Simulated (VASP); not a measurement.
A run of VASP 6.6.1:

File POSCAR:

```
MgBe2Te3
1.0
    4.1681546409      0.0000000000      0.0000000000
   -2.0840773205      3.6097278059      0.0000000000
    0.0000000000      0.0000000000     10.4886825262
Be Mg Te
2 1 3
Direct
    0.0000000000      0.0000000000     -0.0124832189
    0.6666666667      0.3333333333      0.6813302288
    0.3333333333      0.6666666667      0.3390737522
    0.6666666667      0.3333333333      0.9146088117
    0.3333333333      0.6666666667      0.6072289338
    0.0000000000      0.0000000000      0.2202414924
```

INCAR.step1

```
ALGO = Normal ; EDIFF = 1E-4
ENCUT = 600 ; GGA = PE
ISMEAR = -1 ; LASPH = True
LCHARG = False ; LREAL = False
LWAVE = True ; NELM = 60
PREC = Accurate ; SIGMA = 0.02
```

The input INCAR.step2:

```
ALGO = Normal ; EDIFF = 1E-6
EDIFFG = -0.005 ; ENCUT = 600
IBRION = 2 ; ISIF = 3
ISMEAR = -1 ; ISTART = 1
LASPH = True ; LCHARG = False
LMIXTAU = True ; LREAL = False
LWAVE = False ; METAGGA = R2SCAN
NELM = 60 ; NSW = 80
PREC = Accurate ; SIGMA = 0.02
```

File KPOINTS:

```
k-points
0
Gamma
  6 6 2
```

Potentials or basis: VASP PAW PBE potentials, release 64 (Be, Mg, Te).

Run with:

```console
$ cat potpaw_PBE.64/Be/POTCAR potpaw_PBE.64/Mg/POTCAR potpaw_PBE.64/Te/POTCAR > POTCAR
$ cp INCAR.step1 INCAR
$ mpirun -np 1 vasp_std > vasp.out
$ cp INCAR.step2 INCAR
$ mpirun -np 1 vasp_std > vasp.out
```

Hardware: 1 thread of Intel(R) Xeon(R) 6975P-C (Granite Rapids) (shared host).

Question: How long does it take, and how much memory?

Answer: Wall time 7.9 min on 1 thread of Intel(R) Xeon(R) 6975P-C (Granite Rapids) (shared host), peak memory 0.38 GiB. Counts: k points 14, ion steps 12.
